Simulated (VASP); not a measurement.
# CaSe (I4/mmm) in VASP: notebook

The runs below take CaSe through single point, relaxation of the atoms, with PBE.

Program: VASP 6.6.1. These are calculated values, not measurements. Logs are shortened: lines on timing, memory, paths and dates and some standing lists are left out, and cuts for length are marked.

## (1) The cell of the first run

The structure is tetragonal, space group I4/mmm (No. 139). The conventional cell has a = 4.180 Å, b = 4.180 Å, c = 5.676 Å, α = 90.00°, β = 90.00°, γ = 90.00°. Se (site symmetry 4/mmm) has 6 Ca at 2.84 to 2.96 Å within 3.7 Å. Within 3.7 Å of Ca (site symmetry 4/mmm) lie 6 Se at 2.84 to 2.96 Å.

## (2) Single point, PBE

INCAR

```
PREC = Accurate ; ENCUT = 520
EDIFF = 1E-6 ; ISMEAR = -1
SIGMA = 0.05 ; LREAL = F
LASPH = T ; NELM = 80
ALGO = Normal ; ISIF = 2
LWAVE = F ; LCHARG = F
GGA = PE ; NBANDS = 15
```

KPOINTS

```
regular mesh
0
Gamma
  8 8 8
```

POSCAR

```
CaSe
1.0
    0.0000000000      2.9560000000      2.9560000000
    2.8377600000      0.0000000000      2.9560000000
    2.8377600000      2.9560000000      0.0000000000
Se Ca
1 1
Direct
    0.5000000000      0.5000000000      0.5000000000
    0.0000000000      0.0000000000      0.0000000000
```

Potentials or basis: VASP PAW PBE potentials, release 64 (Se, Ca_sv).

The run is started by

```sh
$ cat potpaw_PBE.64/Se/POTCAR potpaw_PBE.64/Ca_sv/POTCAR > POTCAR
$ mpirun -np 1 vasp_std > vasp.out
```

OUTCAR:

```text
PREC = Accurate
   ENCUT = 520
   EDIFF = 1E-6
   ISMEAR = -1
   LREAL = F
   LASPH = T
   NELM = 80
   ISIF = 2
   GGA = PE

 ion  position               nearest neighbor table
   1  0.500  0.500  0.500-   2 2.84   2 2.84   2 2.96   2 2.96   2 2.96   2 2.96
   2  0.000  0.000  0.000-   1 2.84   1 2.84   1 2.96   1 2.96   1 2.96   1 2.96

  LATTYP: Found a body centered tetragonal cell.
 ALAT       =     4.1804152904
 C/A-ratio  =     1.3576450199

  Lattice vectors:

 A1 = (  -2.8377600000,   0.0000000000,  -2.9560000000)
 A2 = (  -2.8377600000,   0.0000000000,   2.9560000000)
 A3 = (   2.8377600000,   2.9560000000,   0.0000000000)

Analysis of symmetry for initial positions (statically):
=====================================================================
 Subroutine PRICEL returns:
 Original cell was already a primitive cell.

 Routine SETGRP: Setting up the symmetry group for a
 body centered tetragonal supercell.

 Subroutine GETGRP returns: Found 16 space group operations
 (whereof 16 operations were pure point group operations)
 out of a pool of 16 trial point group operations.

The static configuration has the point symmetry D_4h.

Analysis of symmetry for dynamics (positions and initial velocities):
=====================================================================
 Subroutine PRICEL returns:
 Original cell was already a primitive cell.

 Routine SETGRP: Setting up the symmetry group for a
 body centered tetragonal supercell.

 Subroutine GETGRP returns: Found 16 space group operations
 (whereof 16 operations were pure point group operations)
 out of a pool of 16 trial point group operations.

The dynamic configuration has the point symmetry D_4h.

 Subroutine INISYM returns: Found 16 space group operations
 (whereof 16 operations are pure point group operations),
 and found     1 'primitive' translations

----------------------------------------------------------------------------------------

                                     Primitive cell

  volume of cell :      49.5923

  direct lattice vectors                    reciprocal lattice vectors
     0.000000000  2.956000000  2.956000000    -0.176195309  0.169147497  0.169147497
     2.837760000  0.000000000  2.956000000     0.176195309 -0.169147497  0.169147497
     2.837760000  2.956000000  0.000000000     0.176195309  0.169147497 -0.169147497

  length of vectors
     4.180415290  4.097660042  4.097660042     0.297096850  0.297096850  0.297096850

  position of ions in fractional coordinates (direct lattice)
     0.500000000  0.500000000  0.500000000
     0.000000000  0.000000000  0.000000000

  ion indices of the primitive-cell ions
   primitive index   ion index
                 1           1
                 2           2

----------------------------------------------------------------------------------------

 KPOINTS: regular mesh

Automatic generation of k-mesh.
 Grid dimensions read from file:
 generate k-points for:    8    8    8

 Generating k-lattice:

  Cartesian coordinates                     Fractional coordinates (reciprocal lattice)
    -0.022024414  0.021143437  0.021143437     0.125000000  0.000000000  0.000000000
     0.022024414 -0.021143437  0.021143437     0.000000000  0.125000000  0.000000000
     0.022024414  0.021143437 -0.021143437     0.000000000  0.000000000  0.125000000

  Length of vectors
     0.037137106  0.037137106  0.037137106

  Shift w.r.t. Gamma in fractional coordinates (k-lattice)
     0.000000000  0.000000000  0.000000000

 Subroutine IBZKPT returns following result:
 ===========================================

 Found     59 irreducible k-points:

 Following reciprocal coordinates:
            Coordinates               Weight
  0.000000  0.000000  0.000000      1.000000
  0.125000  0.000000  0.000000      8.000000
  0.250000  0.000000  0.000000      8.000000
  0.375000  0.000000  0.000000      8.000000
  0.500000  0.000000  0.000000      4.000000
  0.125000  0.125000  0.000000      4.000000
[... 16 lines left out ...]
  0.250000  0.125000  0.125000      4.000000
  0.375000  0.125000  0.125000      8.000000
 [... further k-points ...]
   k-points           NKPTS =     59   k-points in BZ     NKDIM =     59   number of bands    NBANDS=     15
   number of dos      NEDOS =    301   number of ions     NIONS =      2
   total plane-waves  NPLWV =  28800
   dimension x,y,z NGX =    32 NGY =   30 NGZ =   30
   dimension x,y,z NGXF=    64 NGYF=   60 NGZF=   60
   ions per type =               1   1
   NGX,Y,Z   is equivalent  to a cutoff of  12.73, 12.17, 12.17 a.u.
   NGXF,Y,Z  is equivalent  to a cutoff of  25.45, 24.34, 24.34 a.u.
 SYSTEM =  unknown system
   PREC   = accura    normal or accurate (medium, high low for compatibility)
   ISTART =      0    job   : 0-new  1-cont  2-samecut
   ICHARG =      2    charge: 1-file 2-atom 10-const
   ISPIN  =      1    spin polarized calculation?
   LNONCOLLINEAR =      F non collinear calculations
   LSORBIT =      F    spin-orbit coupling
   LASPH  =      T    aspherical Exc in radial PAW
   ENCUT  =  520.0 eV  38.22 Ry    6.18 a.u.   7.77  7.62  7.62*2*pi/ulx,y,z
   NELM   =     80;   NELMIN=  2; NELMDL= -5     # of ELM steps
   EDIFF  = 0.1E-05   stopping-criterion for ELM
   LREAL  =      F    real-space projection
   EDIFFG = 0.1E-04   stopping-criterion for IOM
   NSW    =      0    number of steps for IOM
   IBRION =     -1    ionic relax: 0-MD 1-quasi-New 2-CG
   NFREE  =      0    steps in history (QN), initial steepest desc. (CG)
   ISIF   =      2    stress and relaxation
   ISYM   =      2    0-nonsym 1-usesym 2-fastsym
   POTIM  = 0.5000    time-step for ionic-motion
   TEBEG  =    0.0;   TEEND  =   0.0 temperature during run
   PSTRESS=    0.0 pullay stress
   NELECT =      16.0000    total number of electrons
   NUPDOWN=      -1.0000    fix difference up-down
   EMIN   =  10.00;   EMAX   =-10.00  energy-range for DOS
   EFERMI =   0.00;   METHOD = LEGACY
   ISMEAR =    -1;   SIGMA  =   0.05  broadening in eV -4-tet -1-fermi 0-gaus
   EFERMI_NEDOS =   21; number of points for ismear=-14 and -15
   IALGO  =     38    algorithm
   IMIX   =      4    mixing-type and parameters
     AMIX     =   0.40;   BMIX     =  1.00
     AMIX_MAG =   1.60;   BMIX_MAG =  1.00
  volume/ion in A,a.u.               =      24.80       167.33
  Fermi-wavevector in a.u.,A,eV,Ry     =   1.122820  2.121821 17.153189  1.260724
  Thomas-Fermi vector in A             =   2.259482
   LORBIT       =      0    0 simple, 1 ext, 2 COOP (PROOUT), +10 PAW based schemes
   GGA     = PE    functional components
   LHFCALC =     F    Hartree Fock is set to
   AEXX    =    0.0000 exact exchange contribution
   IVDW    =     0    specifies the selected vdW correction
   LEPSILON=     F    determine dielectric tensor
   LRPA    =     F    only Hartree local field effects (RPA)
 non-spin polarized calculation
  energy-cutoff  :      520.00
  volume of cell :       49.59
 maximum number of plane-waves:      1349
   NGX = 15   NGY = 15   NGZ = 15

 number of electron      16.0000000 magnetization

 Free energy of the ion-electron system (eV)
  ---------------------------------------------------
  ext. energy  EPLUGINS =         0.00000000
  ---------------------------------------------------
  free energy    TOTEN  =        -9.42623130 eV

  energy without entropy =       -9.42623130  energy(sigma->0) =       -9.42623130

 E-fermi :   3.7000     XC(G=0):  -9.3336

 val. band max:        2.7724691458   @ k =   0.0000   0.0000   0.0000
 cond. band min:       4.6464794540   @ k =   0.0000   0.5000   0.5000
 fundamental gap:      1.8740103083
 Fermi energy:         3.6999806380

 k-point     1 :       0.0000    0.0000    0.0000
  band No.  band energies     occupation
      1     -36.8675      2.00000
      2     -17.8725      2.00000
      3     -17.8725      2.00000
      4     -17.8682      2.00000
      5      -9.2080      2.00000
      6       2.7365      2.00000
      7       2.7365      2.00000
      8       2.7725      2.00000
      9       6.2177      0.00000
     10       6.3453      0.00000
     11       6.3453      0.00000
     12       6.6270      0.00000
     13       6.9721      0.00000
     14       7.2426      0.00000
     15      12.5279      0.00000

 k-point     2 :       0.1250    0.0000    0.0000
  band No.  band energies     occupation
      1     -36.8663      2.00000
      2     -17.8924      2.00000
      3     -17.8745      2.00000
      4     -17.8704      2.00000
      5      -9.1035      2.00000
      6       1.9496      2.00000
      7       2.4702      2.00000
      8       2.4967      2.00000
      9       6.3670      0.00000
     10       6.5877      0.00000
     11       6.7458      0.00000
     12       7.1260      0.00000
     13       7.4004      0.00000
     14       7.7637      0.00000
     15      12.7512      0.00000

 k-point     3 :       0.2500    0.0000    0.0000
  band No.  band energies     occupation
      1     -36.8632      2.00000
      2     -17.9431      2.00000
      3     -17.8793      2.00000
      4     -17.8722      2.00000
      5      -8.8376      2.00000
      6       0.6524      2.00000
      7       1.9696      2.00000
      8       1.9950      2.00000
      9       6.4968      0.00000
     10       7.1643      0.00000
     11       7.2598      0.00000
     12       8.4281      0.00000
     13       8.4495      0.00000
     14       8.9858      0.00000
     15      12.3461      0.00000
[... 343 lines left out ...]
 k-point    23 :       0.2500    0.1250    0.1250
  band No.  band energies     occupation
      1     -36.8645      2.00000
      2     -17.9127      2.00000
      3     -17.8811      2.00000
      4     -17.8747      2.00000
      5      -8.9711      2.00000
      6       1.2147      2.00000
      7       2.1360      2.00000
      8       2.2432      2.00000
      9       6.5792      0.00000
     10       6.6862      0.00000
     11       7.2320      0.00000
     12       7.4827      0.00000
     13       8.3138      0.00000
     14       8.3775      0.00000
     15      12.9225      0.00000

 k-point    24 :       0.3750    0.1250    0.1250
  band No.  band energies     occupation
      1     -36.8615      2.00000
      2     -17.9542      2.00000
      3     -17.8890      2.00000
      4     -17.8795      2.00000
      5      -8.7228      2.00000
      6       0.2951      2.00000
      7       1.7330      2.00000
      8       1.7425      2.00000
      9       6.7887      0.00000
     10       7.1960      0.00000
     11       7.9907      0.00000
     12       8.2311      0.00000
     13       9.0818      0.00000
     14       9.5218      0.00000
     15      12.2855      0.00000

 [... further k-points ...]
[... 5 lines left out ...]
  --------------------------------------------------------------------------------------
  -------------------------------------------------------------------------------------
  Total        2.2930710      0.6898523      0.6898523     -0.0000000      0.0000000      0.0000000
  in kB       74.0821479     22.2870288     22.2870288     -0.0000000      0.0000000      0.0000000
  external PRESSURE =      39.5520685 kB  Pullay stress =       0.0000000 kB

 VOLUME and BASIS-vectors are now :
 -----------------------------------------------------------------------------
  energy-cutoff  :      520.00
  volume of cell :       49.59
      direct lattice vectors                 reciprocal lattice vectors
     0.000000000  2.956000000  2.956000000    -0.176195309  0.169147497  0.169147497
     2.837760000  0.000000000  2.956000000     0.176195309 -0.169147497  0.169147497
     2.837760000  2.956000000  0.000000000     0.176195309  0.169147497 -0.169147497

 POSITION                                       TOTAL-FORCE (eV/Angst)
 -----------------------------------------------------------------------------------
      2.83776      2.95600      2.95600        -0.000000      0.000000     -0.000000
      0.00000      0.00000      0.00000         0.000000     -0.000000      0.000000
 -----------------------------------------------------------------------------------
    total drift:                                0.000000     -0.000000     -0.000000

  FREE ENERGIE OF THE ION-ELECTRON SYSTEM (eV)
  ---------------------------------------------------
  free  energy   TOTEN  =        -9.4262312975 eV

  energy  without entropy=       -9.4262312973  energy(sigma->0) =       -9.42623130
```

Run time: 32 s. Hardware: 1 thread of Intel Xeon Platinum 8375C at 2.90GHz (Ice Lake), shared host; peak memory 0.2 GiB.

What came out:

| Property | Result |
| --- | --- |
| Free energy | -9.4262 eV |
| Pressure | 4.0 GPa |
| Band gap on the k mesh | 1.87 eV (least direct gap 2.81 eV) |

Stress tensor (GPa, compression positive):
```
7.41 0.00 0.00
0.00 2.23 0.00
0.00 0.00 2.23
```

Caveat: the cell stands under pressure.

## (3) Relaxation of the atoms, PBE

INCAR

```
ALGO = Normal ; EDIFF = 1E-7
EDIFFG = -0.01 ; ENCUT = 520
GGA = PE ; IBRION = 2
ISIF = 2 ; ISMEAR = -1
LASPH = True ; LCHARG = False
LREAL = False ; LWAVE = False
NELM = 100 ; NSW = 80
PREC = Accurate ; SIGMA = 0.05
```

KPOINTS

```
k-points
0
Gamma
  8 8 8
```

POSCAR is that of step 2.

Potentials or basis: VASP PAW PBE potentials, release 64 (Se, Ca_sv).

The run is started by

```sh
$ cat potpaw_PBE.64/Se/POTCAR potpaw_PBE.64/Ca_sv/POTCAR > POTCAR
$ mpirun -np 1 vasp_std > vasp.out
```

It took 29 s on 1 thread of Intel Xeon Platinum 8375C at 2.90GHz (Ice Lake), shared host; peak memory 0.2 GiB.

It converged, with:

| Quantity | Value |
| --- | --- |
| Free energy | -9.4262 eV |
| Pressure after relaxing | 4.0 GPa |
| Band gap on the k mesh | 1.87 eV (least direct gap 2.81 eV) |

Stress tensor (GPa, compression positive):
```
7.41 0.00 0.00
0.00 2.22 0.00
0.00 0.00 2.22
```

Final structure:
```xyz
2
Lattice="0.0000 2.9560 2.9560 2.8378 0.0000 2.9560 2.8378 2.9560 0.0000" Properties=species:S:1:pos:R:3 pbc="T T T"
Se    2.8378    2.9560    2.9560
Ca    0.0000    0.0000    0.0000
```

Levels at points of the mesh, in eV from the valence-band top:
```
           k point  band 5  band 6  band 7  band 8  band 9  band 10  band 11  band 12
(0.00, 0.00, 0.00)  -11.98   -0.04   -0.04    0.00    3.45     3.57     3.57     3.85
(0.50, 0.00, 0.00)  -11.19   -3.48   -1.33   -1.31    4.55     5.52     5.61     5.64
(0.50, 0.50, 0.00)  -11.37   -2.70   -0.98   -0.91    1.90     4.96     5.35     6.09
(0.00, 0.50, 0.50)  -11.32   -2.55   -1.10   -1.10    1.87     5.16     5.18     6.14
```

Caveat: the relaxation stopped at its first step, so nothing moved.
